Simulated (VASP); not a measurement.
# VO2 (P4_2/mnm) in VASP: further runs

Aim: see how the results for VO2 move with the level of theory and the settings. Levels: LDA, RPBE+D4, PBE, PBEsol, revPBE+D3(BJ). Tasks: single point.

Everything below comes from runs of VASP 6.6.1. Logs are shortened: lines on timing, memory, paths and dates and some standing lists are left out, and cuts for length are marked.

## 1. The cell of the first run

Symmetry: P4_2/mnm, No. 136, tetragonal system. The conventional cell has a = 4.567 Å, b = 4.567 Å, c = 3.085 Å, α = 90.00°, β = 90.00°, γ = 90.00°. Within 2.6 Å of V (site symmetry mmm) lie 6 O at 1.94 to 2.01 Å. O (site symmetry m2m) has 3 V at 1.94 to 2.01 Å and 1 O at 2.59 Å within 2.6 Å.

## 2. Single point, LDA, collinear spin, ferromagnetic start

INCAR reads:

```
SYSTEM = VO2
PREC = Accurate ; ENCUT = 600
EDIFF = 1E-6 ; ISMEAR = -1
SIGMA = 0.05 ; LREAL = .False.
LASPH = .True. ; NELM = 200
ALGO = Normal ; ISIF = 2
LWAVE = .False. ; LCHARG = .False.
ISPIN = 2 ; MAGMOM = 2 2 0 0 0 0
LORBIT = 11 ; LMAXMIX = 4
GGA = CA ; NBANDS = 38
GGA_COMPAT = .False.
```

KPOINTS reads:

```
Automatic mesh
0
Gamma
  6 6 9
  0 0 0
```

POSCAR reads:

```
VO2
1.0
    4.5665141372      0.0000000000      0.0000000000
    0.0000000000      4.5665141372      0.0000000000
    0.0000000000      0.0000000000      3.0845131470
V O
2 4
Direct
    0.5000000000      0.5000000000      0.5000000000
    0.0000000000      0.0000000000      0.0000000000
    0.2003580000      0.7996420000      0.5000000000
    0.7996420000      0.2003580000      0.5000000000
    0.7003580000      0.7003580000      0.0000000000
    0.2996420000      0.2996420000      0.0000000000
```

Potentials or basis: VASP PAW LDA potentials, release 64 (V_sv, O).

Launch:

```
$ cat potpaw_LDA.64/V_sv/POTCAR potpaw_LDA.64/O/POTCAR > POTCAR
$ mpirun -np 1 vasp_std > vasp.out
```

OUTCAR:

```text
SYSTEM = VO2
   PREC = Accurate
   ENCUT = 600
   EDIFF = 1E-6
   ISMEAR = -1
   LREAL = .False.
   LASPH = .True.
   NELM = 200
   ISIF = 2
   ISPIN = 2
   LORBIT = 11
   GGA = CA

 ion  position               nearest neighbor table
   1  0.500  0.500  0.500-   3 1.94   4 1.94   5 2.01   6 2.01   5 2.01   6 2.01
   2  0.000  0.000  0.000-   5 1.94   6 1.94   3 2.01   4 2.01   3 2.01   4 2.01
   3  0.200  0.800  0.500-   1 1.94   2 2.01   2 2.01
   4  0.800  0.200  0.500-   1 1.94   2 2.01   2 2.01
   5  0.700  0.700  0.000-   2 1.94   1 2.01   1 2.01
   6  0.300  0.300  0.000-   2 1.94   1 2.01   1 2.01

  LATTYP: Found a simple tetragonal cell.
 ALAT       =     4.5665141372
 C/A-ratio  =     0.6754633960

  Lattice vectors:

 A1 = (   4.5665141372,   0.0000000000,   0.0000000000)
 A2 = (   0.0000000000,   4.5665141372,   0.0000000000)
 A3 = (   0.0000000000,   0.0000000000,   3.0845131470)

Analysis of symmetry for initial positions (statically):
=====================================================================
 Subroutine PRICEL returns:
 Original cell was already a primitive cell.

 Routine SETGRP: Setting up the symmetry group for a
 simple tetragonal supercell.

 Subroutine GETGRP returns: Found 16 space group operations
 (whereof  8 operations were pure point group operations)
 out of a pool of 16 trial point group operations.

The static configuration has the point symmetry D_2h.
 The point group associated with its full space group is D_4h.

Analysis of symmetry for dynamics (positions and initial velocities):
=====================================================================
 Subroutine PRICEL returns:
 Original cell was already a primitive cell.

 Routine SETGRP: Setting up the symmetry group for a
 simple tetragonal supercell.

 Subroutine GETGRP returns: Found 16 space group operations
 (whereof  8 operations were pure point group operations)
 out of a pool of 16 trial point group operations.

The dynamic configuration has the point symmetry D_2h.
 The point group associated with its full space group is D_4h.

Analysis of structural, dynamic, and magnetic symmetry:
=====================================================================
 Subroutine PRICEL returns:
 Original cell was already a primitive cell.

 Routine SETGRP: Setting up the symmetry group for a
 simple tetragonal supercell.

 Subroutine GETGRP returns: Found 16 space group operations
 (whereof  8 operations were pure point group operations)
[... 143 lines left out ...]
  energy-cutoff  :      600.00
  volume of cell :       64.32
 maximum number of plane-waves:      2162
   NGX = 19   NGY = 19   NGZ = 13

 number of electron      49.9999975 magnetization       1.9998025

 Free energy of the ion-electron system (eV)
  ---------------------------------------------------
  ext. energy  EPLUGINS =         0.00000000
  ---------------------------------------------------
  free energy    TOTEN  =       -56.38580504 eV

  energy without entropy =      -56.34187885  energy(sigma->0) =      -56.36384194

 E-fermi :   4.9129     XC(G=0): -11.9128

 val. band max:        4.9037492229   @ k =   0.1667   0.1667   0.4444
 cond. band min:       4.9140370844   @ k =   0.5000   0.5000   0.3333
 fundamental gap:      0.0102878615
 Fermi energy:         4.9128941403

 spin component 1

 k-point     1 :       0.0000    0.0000    0.0000
  band No.  band energies     occupation
      1     -60.3333      1.00000
      2     -60.3260      1.00000
      3     -34.5516      1.00000
      4     -34.5516      1.00000
      5     -34.5271      1.00000
      6     -34.5090      1.00000
[... 949 lines left out ...]
     36      14.3089      0.00000
     37      17.3444      0.00000

 [... further k-points ...]

 spin component 2

 k-point     1 :       0.0000    0.0000    0.0000
  band No.  band energies     occupation
      1     -59.3111      1.00000
      2     -59.3033      1.00000
      3     -33.6083      1.00000
      4     -33.6083      1.00000
      5     -33.5197      1.00000
      6     -33.5000      1.00000
[... 949 lines left out ...]
     36      14.4035      0.00000
     37      17.5744      0.00000

 [... further k-points ...]

 [bands above 37 left out]

------------------------ aborting loop because EDIFF is reached ----------------------------------------

  FORCE on cell =-STRESS in cart. coord.  units (eV):
  Direction    XX          YY          ZZ          XY          YZ          ZX
  --------------------------------------------------------------------------------------
  -------------------------------------------------------------------------------------
  Total       -8.9215483     -8.9215483    -16.6885985      0.0000000      0.0000000      0.0000000
  in kB     -222.2258489   -222.2258489   -415.6944341      0.0000000      0.0000000      0.0000000
  external PRESSURE =    -286.7153773 kB  Pullay stress =       0.0000000 kB

 VOLUME and BASIS-vectors are now :
 -----------------------------------------------------------------------------
  energy-cutoff  :      600.00
  volume of cell :       64.32
      direct lattice vectors                 reciprocal lattice vectors
     4.566514137  0.000000000  0.000000000     0.218985416  0.000000000  0.000000000
     0.000000000  4.566514137  0.000000000     0.000000000  0.218985416  0.000000000
     0.000000000  0.000000000  3.084513147     0.000000000  0.000000000  0.324200272

 POSITION                                       TOTAL-FORCE (eV/Angst)
 -----------------------------------------------------------------------------------
      2.28326      2.28326      1.54226         0.000000      0.000000      0.000000
      0.00000      0.00000      0.00000         0.000000      0.000000      0.000000
      0.91494      3.65158      1.54226        -0.236760      0.236760     -0.000000
      3.65158      0.91494      1.54226         0.236760     -0.236760      0.000000
      3.19819      3.19819      0.00000        -0.236760     -0.236760      0.000000
      1.36832      1.36832      0.00000         0.236760      0.236760     -0.000000
 -----------------------------------------------------------------------------------
    total drift:                                0.000000      0.000000      0.000000

  FREE ENERGIE OF THE ION-ELECTRON SYSTEM (eV)
  ---------------------------------------------------
  free  energy   TOTEN  =       -56.3858050357 eV

  energy  without entropy=      -56.3418788535  energy(sigma->0) =      -56.36384194

 total charge

# of ion       s       p       d       tot
------------------------------------------
    1        2.259   6.276   2.809  11.344
    2        2.259   6.276   2.809  11.344
    3        1.553   3.408   0.000   4.961
    4        1.553   3.408   0.000   4.961
    5        1.553   3.408   0.000   4.961
    6        1.553   3.408   0.000   4.961
--------------------------------------------------
tot         10.731  26.183   5.618  42.532

 magnetization (x)

# of ion       s       p       d       tot
------------------------------------------
    1        0.012   0.009   1.024   1.045
    2        0.012   0.009   1.024   1.045
    3       -0.002  -0.052   0.000  -0.054
    4       -0.002  -0.052   0.000  -0.054
    5       -0.002  -0.052   0.000  -0.054
    6       -0.002  -0.052   0.000  -0.054
--------------------------------------------------
tot          0.017  -0.192   2.049   1.874
```

OSZICAR:

```text
N       E                     dE             d eps       ncg     rms          rms(c)
DAV:   1     0.646463067370E+03    0.64646E+03   -0.29419E+04  7600   0.158E+03
DAV:   2    -0.215789690417E+02   -0.66804E+03   -0.62396E+03  8052   0.475E+02
[... 11 lines left out ...]
DAV:  14    -0.563859186609E+02    0.95349E-04   -0.17054E-04  8394   0.105E-01    0.108E-01
DAV:  15    -0.563858172056E+02    0.10146E-03   -0.11134E-04  8362   0.113E-01    0.408E-02
DAV:  16    -0.563858102920E+02    0.69136E-05   -0.10384E-04  8506   0.649E-02    0.272E-02
DAV:  17    -0.563858076666E+02    0.26254E-05   -0.30813E-06  6546   0.171E-02    0.160E-02
DAV:  18    -0.563858059778E+02    0.16888E-05   -0.16340E-06  5386   0.114E-02    0.958E-03
DAV:  19    -0.563858050357E+02    0.94214E-06   -0.89341E-07  4984   0.105E-02
   1 F= -.56385805E+02 E0= -.56363842E+02  d E =-.439262E-01  mag=     1.9998
```

Run time: 1.9 min. Hardware: 1 thread of Intel Xeon 6975P-C (Granite Rapids), shared host; peak memory 0.3 GiB.

What came out:

| Quantity | Value |
| --- | --- |
| Free energy | -56.3858 eV |
| Pressure | -28.7 GPa |
| Largest force | 0.335 eV/Å |
| Band gap on the k mesh | zero (filled and empty bands overlap) |
| Net moment | 2.00 μB per cell |
| Site moments | V +1.04; O -0.05 μB |
| Valence electrons inside the program's atomic spheres | V 11.34; O 4.96 |

Forces in eV/Å, atoms in the order of the input:
```
V    0.000  0.000  0.000
V    0.000  0.000  0.000
O   -0.237  0.237  0.000
O    0.237 -0.237  0.000
O   -0.237 -0.237  0.000
O    0.237  0.237  0.000
```

Levels at points of the mesh, in eV from the Fermi level:
Spin up:
| k point | band 23 | band 24 | band 25 | band 26 | band 27 | band 28 | band 29 | band 30 |
| --- | --- | --- | --- | --- | --- | --- | --- | --- |
| (0.00, 0.00, 0.00) | -1.54 | -1.04 | -0.72 | -0.47 | -0.36 | -0.33 | -0.33 | 1.66 |
| (0.50, 0.00, 0.00) | -1.77 | -1.77 | -0.12 | -0.12 | 0.36 | 0.36 | 0.85 | 0.85 |
| (0.50, 0.50, 0.00) | -2.36 | -2.36 | -0.67 | -0.67 | -0.31 | -0.31 | 1.23 | 1.23 |
Spin down:
```csv
k point,band 22,band 23,band 24,band 25,band 26,band 27
"(0.00, 0.00, 0.00)",-1.62,-1.62,-1.15,0.32,0.45,0.56
"(0.50, 0.00, 0.00)",-3.14,-1.85,-1.85,0.84,0.84,1.23
"(0.50, 0.50, 0.00)",-2.77,-2.40,-2.40,0.32,0.32,0.65
```

Caveat: the cell stands under tension; semilocal functionals often make such compounds metallic where correlation or magnetic order opens a gap, which also shifts bond lengths.

## 3. Single point, RPBE+D4, collinear spin, ferromagnetic start

This run uses another cell than the first one, of 9.73 Å³/atom.

INCAR reads:

```
  PREC = Accurate
  ENCUT = 600
  EDIFF = 1E-6
  ISMEAR = -1
  SIGMA = 0.05
  LREAL = F
  LASPH = T
  NELM = 200
  ALGO = Normal
  ISIF = 2
  LWAVE = F
  LCHARG = F
  ISPIN = 2
  MAGMOM = 2 2 0 0 0 0
  LORBIT = 11
  LMAXMIX = 4
  GGA = RP
  IVDW = 13
  NBANDS = 38
  GGA_COMPAT = F
```

KPOINTS reads:

```
Automatic mesh
0
Gamma
  6 6 9
```

POSCAR reads:

```
VO2
1.0
    4.5433985808      0.0000000000      0.0000000000
    0.0000000000      4.5433985808      0.0000000000
    0.0000000000      0.0000000000      2.8290026779
V O
2 4
Direct
    0.5000000000      0.5000000000      0.5000000000
    0.0000000000      0.0000000000      0.0000000000
    0.2008147861      0.7991852139      0.5000000000
    0.7991852139      0.2008147861      0.5000000000
    0.7008147861      0.7008147861      0.0000000000
    0.2991852139      0.2991852139      0.0000000000
```

Potentials or basis: VASP PAW PBE potentials, release 64 (V_sv, O).

Launch:

```
$ cat potpaw_PBE.64/V_sv/POTCAR potpaw_PBE.64/O/POTCAR > POTCAR
$ mpirun -np 1 vasp_std > vasp.out
```

OUTCAR:

```text
PREC = Accurate
   ENCUT = 600
   EDIFF = 1E-6
   ISMEAR = -1
   LREAL = F
   LASPH = T
   NELM = 200
   ISIF = 2
   ISPIN = 2
   LORBIT = 11
   GGA = RP
   IVDW = 13

 ion  position               nearest neighbor table
   1  0.500  0.500  0.500-   5 1.91   6 1.91   5 1.91   6 1.91   3 1.92   4 1.92
   2  0.000  0.000  0.000-   3 1.91   4 1.91   3 1.91   4 1.91   5 1.92   6 1.92
   3  0.201  0.799  0.500-   2 1.91   2 1.91   1 1.92
   4  0.799  0.201  0.500-   2 1.91   2 1.91   1 1.92
   5  0.701  0.701  0.000-   1 1.91   1 1.91   2 1.92
   6  0.299  0.299  0.000-   1 1.91   1 1.91   2 1.92

  LATTYP: Found a simple tetragonal cell.
 ALAT       =     4.5433985808
 C/A-ratio  =     0.6226622269

  Lattice vectors:

 A1 = (   4.5433985808,   0.0000000000,   0.0000000000)
 A2 = (   0.0000000000,   4.5433985808,   0.0000000000)
 A3 = (   0.0000000000,   0.0000000000,   2.8290026779)

Analysis of symmetry for initial positions (statically):
=====================================================================
[... 2142 lines left out ...]
  -------------------------------------------------------------------------------------
  Total       0.21331     0.21331     0.32375     0.00000     0.00000     0.00000
  in kB       5.85244     5.85244     8.88223     0.00000     0.00000     0.00000
  external pressure =        6.86 kB  Pullay stress =        0.00 kB

 VOLUME and BASIS-vectors are now :
 -----------------------------------------------------------------------------
  energy-cutoff  :      600.00
  volume of cell :       58.40
      direct lattice vectors                 reciprocal lattice vectors
     4.543398581  0.000000000  0.000000000     0.220099554  0.000000000  0.000000000
     0.000000000  4.543398581  0.000000000     0.000000000  0.220099554  0.000000000
     0.000000000  0.000000000  2.829002678     0.000000000  0.000000000  0.353481461

 POSITION                                       TOTAL-FORCE (eV/Angst)
 -----------------------------------------------------------------------------------
      2.27170      2.27170      1.41450         0.000000      0.000000      0.000000
      0.00000      0.00000      0.00000         0.000000      0.000000      0.000000
      0.91238      3.63102      1.41450         0.019509     -0.019509      0.000000
      3.63102      0.91238      1.41450        -0.019509      0.019509      0.000000
      3.18408      3.18408      0.00000         0.019509      0.019509      0.000000
      1.35932      1.35932      0.00000        -0.019509     -0.019509     -0.000000
 -----------------------------------------------------------------------------------
    total drift:                                0.000000      0.000000     -0.000000

  FREE ENERGIE OF THE ION-ELECTRON SYSTEM (eV)
  ---------------------------------------------------
  free  energy   TOTEN  =       -52.2412439871 eV

  energy  without entropy=      -52.2192290290  energy(sigma->0) =      -52.23023651

 total charge

# of ion       s       p       d       tot
------------------------------------------
    1        2.286   6.346   2.922  11.555
    2        2.286   6.346   2.922  11.555
    3        1.575   3.497   0.000   5.072
    4        1.575   3.497   0.000   5.072
    5        1.575   3.497   0.000   5.072
    6        1.575   3.497   0.000   5.072
--------------------------------------------------
tot         10.874  26.679   5.844  43.398

 magnetization (x)

# of ion       s       p       d       tot
------------------------------------------
    1        0.014   0.013   1.032   1.060
    2        0.014   0.013   1.032   1.060
    3       -0.002  -0.056   0.000  -0.058
    4       -0.002  -0.056   0.000  -0.058
    5       -0.002  -0.056   0.000  -0.058
    6       -0.002  -0.056   0.000  -0.058
--------------------------------------------------
tot          0.019  -0.197   2.065   1.887
```

Run time: 3.6 min. Hardware: 1 thread of Intel Xeon Platinum 8259CL at 2.50GHz (Skylake/Cascade Lake), shared host; peak memory 0.32 GiB.

Results:

```
Free energy                                           : -52.2412 eV
Pressure                                              : 0.7 GPa
Largest force                                         : 0.028 eV/Å
Band gap on the k mesh                                : zero (filled and empty bands overlap)
Net moment                                            : 2.00 μB per cell
Site moments                                          : V +1.06; O -0.06 μB
Valence electrons inside the program's atomic spheres : V 11.55; O 5.07
Dispersion energy per atom                            : -0.494 eV
```

Forces in eV/Å, atoms in the order of the input:
```
V    0.000  0.000  0.000
V    0.000  0.000  0.000
O    0.020 -0.020  0.000
O   -0.020  0.020  0.000
O    0.020  0.020  0.000
O   -0.020 -0.020  0.000
```

Levels at points of the mesh, in eV from the Fermi level:
Spin up:
```tsv
k point	band 23	band 24	band 25	band 26	band 27	band 28	band 29	band 30
(0.00, 0.00, 0.00)	-1.93	-1.49	-1.04	-0.79	-0.35	-0.35	-0.27	1.89
(0.50, 0.00, 0.00)	-2.19	-2.19	-0.32	-0.32	0.31	0.31	1.01	1.01
(0.50, 0.50, 0.00)	-2.73	-2.73	-1.01	-1.01	-0.32	-0.32	1.41	1.41
```
Spin down:
| k point | band 20 | band 21 | band 22 | band 23 | band 24 | band 25 | band 26 | band 27 | band 28 | band 29 |
| --- | --- | --- | --- | --- | --- | --- | --- | --- | --- | --- |
| (0.00, 0.00, 0.00) | -3.51 | -2.16 | -2.04 | -2.04 | -1.51 | 0.25 | 0.30 | 0.86 | 1.00 | 1.00 |
| (0.50, 0.00, 0.00) | -4.85 | -3.14 | -3.14 | -2.29 | -2.29 | 0.86 | 0.86 | 1.57 | 1.57 | 2.03 |
| (0.50, 0.50, 0.00) | -3.88 | -2.84 | -2.84 | -2.81 | -2.81 | 0.20 | 0.20 | 1.02 | 1.02 | 2.32 |

Caveat: the PAW data sets were made with another functional, which shifts forces and pressure a little; semilocal functionals often make such compounds metallic where correlation or magnetic order opens a gap, which also shifts bond lengths. With open d or f shells a metallic result of RPBE can be an artefact of self-interaction; +U or a hybrid may open a gap.

[end of part 1 of 2]
